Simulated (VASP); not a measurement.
# Ga in VASP: single point with PBE

Aim: the single point of Ga with PBE.

Program: VASP 6.6.1. These are calculated values, not measurements. Logs are shortened: lines on timing, memory, paths and dates and some standing lists are left out, and cuts for length are marked.

### 1 The cell of the first run

The cell holds a slab with vacuum, 6 atoms: a = 2.766 Å, b = 3.332 Å, c = 27.970 Å, α = 90.00°, β = 90.00°, γ = 87.98°.

### 2 Single point, PBE

INCAR reads:

```
SYSTEM = Ga
PREC = Accurate ; ENCUT = 520
EDIFF = 1E-6 ; ISMEAR = 0
SIGMA = 0.1 ; LREAL = .False.
LASPH = .True. ; NELM = 80
ALGO = Normal ; ISIF = 2
LWAVE = .False. ; LCHARG = .False.
LDIPOL = .True. ; IDIPOL = 3
DIPOL = 0.5 0.5 0.502 ; GGA = PE
NBANDS = 48
```

KPOINTS reads:

```
Automatic mesh
0
Gamma
  9 8 1
  0 0 0
```

POSCAR reads:

```
Ga
1.0
    2.7660000000      0.0000000000      0.0000000000
    0.1174500000      3.3299300000      0.0000000000
    0.0000000000      0.0000000000     27.9696139586
Ga
6
Direct
    0.5000000000      0.2500000000      0.3217777697
    0.0000000000      0.7500000000      0.3903026298
    0.0000000000      0.2500000000      0.4657375699
    0.5000000000      0.7500000000      0.5357907866
    0.5000000000      0.2500000000      0.6132277739
    0.0000000000      0.7500000000      0.6842946014
```

Potentials or basis: VASP PAW PBE potentials, release 64 (Ga_d).

Launch:

```
cat potpaw_PBE.64/Ga_d/POTCAR > POTCAR
mpirun -np 1 vasp_std > vasp.out
```

OUTCAR:

```text
SYSTEM = Ga
   PREC = Accurate
   ENCUT = 520
   EDIFF = 1E-6
   ISMEAR = 0
   LREAL = .False.
   LASPH = .True.
   NELM = 80
   ISIF = 2
   GGA = PE

 ion  position               nearest neighbor table
   1  0.500  0.250  0.322-   2 2.86   2 2.86   2 2.92   2 2.92
   2  0.000  0.750  0.390-   3 2.69   3 2.69   1 2.86   1 2.86   1 2.92   1 2.92
   3  0.000  0.250  0.466-   2 2.69   2 2.69   4 2.89   4 2.89
   4  0.500  0.750  0.536-   5 2.73   5 2.73   3 2.89   3 2.89
   5  0.500  0.250  0.613-   4 2.73   4 2.73   6 2.91   6 2.91
   6  0.000  0.750  0.684-   5 2.91   5 2.91

  LATTYP: Found a simple monoclinic cell.
 ALAT       =     2.7660000000
 B/A-ratio  =    10.1119356322
 C/A-ratio  =     1.2046278548
 COS(beta)  =    -0.0352490928

  Lattice vectors:

 A1 = (   2.7660000000,   0.0000000000,   0.0000000000)
 A2 = (   0.0000000000,   0.0000000000,  27.9696139586)
 A3 = (  -0.1174500000,  -3.3299300000,   0.0000000000)

Analysis of symmetry for initial positions (statically):
=====================================================================
 Subroutine PRICEL returns:
 Original cell was already a primitive cell.

 Routine SETGRP: Setting up the symmetry group for a
 simple monoclinic supercell.

 Subroutine GETGRP returns: Found  2 space group operations
 (whereof  1 operations were pure point group operations)
 out of a pool of  4 trial point group operations.

The static configuration has the point symmetry C_1 .
 The point group associated with its full space group is C_2 .

Analysis of symmetry for dynamics (positions and initial velocities):
=====================================================================
 Subroutine PRICEL returns:
 Original cell was already a primitive cell.

 Routine SETGRP: Setting up the symmetry group for a
 simple monoclinic supercell.

 Subroutine GETGRP returns: Found  2 space group operations
 (whereof  1 operations were pure point group operations)
 out of a pool of  4 trial point group operations.

The dynamic configuration has the point symmetry C_1 .
 The point group associated with its full space group is C_2 .

 Subroutine INISYM returns: Found  2 space group operations
 (whereof  1 operations are pure point group operations),
 and found     1 'primitive' translations

----------------------------------------------------------------------------------------

                                     Primitive cell

[... 107 lines left out ...]
   TEBEG  =    0.0;   TEEND  =   0.0 temperature during run
   PSTRESS=    0.0 pullay stress
   NELECT =      78.0000    total number of electrons
   NUPDOWN=      -1.0000    fix difference up-down
   EMIN   =  10.00;   EMAX   =-10.00  energy-range for DOS
   EFERMI =   0.00;   METHOD = LEGACY
   ISMEAR =     0;   SIGMA  =   0.10  broadening in eV -4-tet -1-fermi 0-gaus
   EFERMI_NEDOS =   21; number of points for ismear=-14 and -15
   IALGO  =     38    algorithm
   IMIX   =      4    mixing-type and parameters
     AMIX     =   0.40;   BMIX     =  1.00
     AMIX_MAG =   1.60;   BMIX_MAG =  1.00
  volume/ion in A,a.u.               =      42.94       289.75
  Fermi-wavevector in a.u.,A,eV,Ry     =   1.099297  2.077370 16.442019  1.208454
  Thomas-Fermi vector in A             =   2.235689
   LORBIT       =      0    0 simple, 1 ext, 2 COOP (PROOUT), +10 PAW based schemes
   GGA     = PE    functional components
   LHFCALC =     F    Hartree Fock is set to
   AEXX    =    0.0000 exact exchange contribution
   IVDW    =     0    specifies the selected vdW correction
   LEPSILON=     F    determine dielectric tensor
   LRPA    =     F    only Hartree local field effects (RPA)
 non-spin polarized calculation
 Gauss-broadening in eV      SIGMA  =   0.10
  energy-cutoff  :      520.00
  volume of cell :      257.62
 maximum number of plane-waves:      6971
 NGX is ok and might be reduce to    24
   NGX = 11   NGY = 13   NGZ =105

 dipolmoment           0.000000      0.000000      0.081868 electrons x Angstroem

 number of electron      78.0000014 magnetization

 dipolmoment           0.000000      0.000000     -0.002467 electrons x Angstroem

 Free energy of the ion-electron system (eV)
  ---------------------------------------------------
  ext. energy  EPLUGINS =         0.00000000
  ---------------------------------------------------
  free energy    TOTEN  =       -16.70081596 eV

  energy without entropy =      -16.68390352  energy(sigma->0) =      -16.69235974

 E-fermi :   0.1069     XC(G=0):  -5.4348

 val. band max:        0.0988033637   @ k =   0.4444   0.1250   0.0000
 cond. band min:       0.1517285784   @ k =   0.1111   0.1250   0.0000
 fundamental gap:      0.0529252147
 Fermi energy:         0.1068859971

 k-point     1 :       0.0000    0.0000    0.0000
  band No.  band energies     occupation
      1     -15.1060      2.00000
      2     -15.0552      2.00000
      3     -15.0361      2.00000
      4     -15.0255      2.00000
      5     -14.9845      2.00000
      6     -14.9739      2.00000
[... 1213 lines left out ...]
     47       6.0974      0.00000
     48       6.2828      0.00000

 [... further k-points ...]

------------------------ aborting loop because EDIFF is reached ----------------------------------------

 vacuum level on the upper side and lower side of the slab       (xc-potential included)        -0.190        -0.148

  FORCE on cell =-STRESS in cart. coord.  units (eV):
  Direction    XX          YY          ZZ          XY          YZ          ZX
  --------------------------------------------------------------------------------------
  -------------------------------------------------------------------------------------
  Total        0.9353243     -1.6356508      0.8066420      0.2163514      0.0000000      0.0000000
  in kB        5.8170000    -10.1724933      5.0166944      1.3455396      0.0000000      0.0000000
  external PRESSURE =       0.2204004 kB  Pullay stress =       0.0000000 kB

 VOLUME and BASIS-vectors are now :
 -----------------------------------------------------------------------------
  energy-cutoff  :      520.00
  volume of cell :      257.62
      direct lattice vectors                 reciprocal lattice vectors
     2.766000000  0.000000000  0.000000000     0.361532899 -0.012751631  0.000000000
     0.117450000  3.329930000  0.000000000     0.000000000  0.300306613  0.000000000
     0.000000000  0.000000000 27.969613959     0.000000000  0.000000000  0.035753086

 POSITION                                       TOTAL-FORCE (eV/Angst)
 -----------------------------------------------------------------------------------
      1.41236      0.83248      9.00000         0.000000      0.000000     -0.152538
      0.08809      2.49745     10.91661        -0.000000      0.000000     -0.033913
      0.02936      0.83248     13.02650         0.000000      0.000000      0.174169
      1.47109      2.49745     14.98586         0.000000      0.000000     -0.028950
      1.41236      0.83248     17.15174         0.000000      0.000000      0.036681
      0.08809      2.49745     19.13946        -0.000000      0.000000      0.004551
 -----------------------------------------------------------------------------------
    total drift:                                0.000000      0.000000      0.000300

  FREE ENERGIE OF THE ION-ELECTRON SYSTEM (eV)
  ---------------------------------------------------
  free  energy   TOTEN  =       -16.7008159557 eV

  energy  without entropy=      -16.6839035178  energy(sigma->0) =      -16.69235974

 vacuum level on the upper side and lower side of the slab         4.152         4.195
```

OSZICAR:

```text
N       E                     dE             d eps       ncg     rms          rms(c)
DAV:   1     0.647378948694E+03    0.64738E+03   -0.39076E+04  3808   0.232E+03
DAV:   2     0.764884481567E+02   -0.57089E+03   -0.55147E+03  3624   0.606E+02
DAV:   3    -0.125673753015E+02   -0.89056E+02   -0.86581E+02  4168   0.174E+02
[... 18 lines left out ...]
DAV:  22    -0.167007976530E+02   -0.17063E-04   -0.15455E-06  2536   0.329E-02    0.106E-03
DAV:  23    -0.167008044783E+02   -0.68253E-05   -0.44998E-07  2512   0.198E-02    0.366E-04
DAV:  24    -0.167008133281E+02   -0.88498E-05   -0.50077E-07  2440   0.126E-02    0.221E-04
DAV:  25    -0.167008153645E+02   -0.20363E-05   -0.22537E-07  2432   0.880E-03    0.226E-04
DAV:  26    -0.167008159557E+02   -0.59125E-06   -0.15035E-07  2264   0.465E-03
   1 F= -.16700816E+02 E0= -.16692360E+02  d E =-.169124E-01
```

Run time: 20 min. Hardware: 1 thread of Intel Xeon Platinum 8259CL at 2.50GHz (Skylake/Cascade Lake), shared host; peak memory 0.53 GiB.

What came out:

| Quantity | Value |
| --- | --- |
| Free energy | -16.7008 eV |
| Largest force | 0.174 eV/Å |
| Band gap on the k mesh | zero (bands 39 and 40 overlap by 4.18 eV) |

Forces on the atoms (eV/Å):
```
Ga   0.000  0.000 -0.153
Ga   0.000  0.000 -0.034
Ga   0.000  0.000  0.174
Ga   0.000  0.000 -0.029
Ga   0.000  0.000  0.037
Ga   0.000  0.000  0.005
```

Levels at points of the mesh, in eV from the Fermi level:
```csv
k point,band 36,band 37,band 38,band 39,band 40,band 41,band 42,band 43,band 44,band 45
"(0.00, 0.00, 0.00)",-3.70,-1.57,0.88,1.96,2.67,2.88,3.65,3.87,4.16,4.96
"(0.00, 0.50, 0.00)",-6.18,-3.64,-3.60,-1.96,-1.96,0.11,0.14,2.40,2.45,4.86
```

The gap in the log of VASP goes by the Fermi energy; the results here count the filled bands.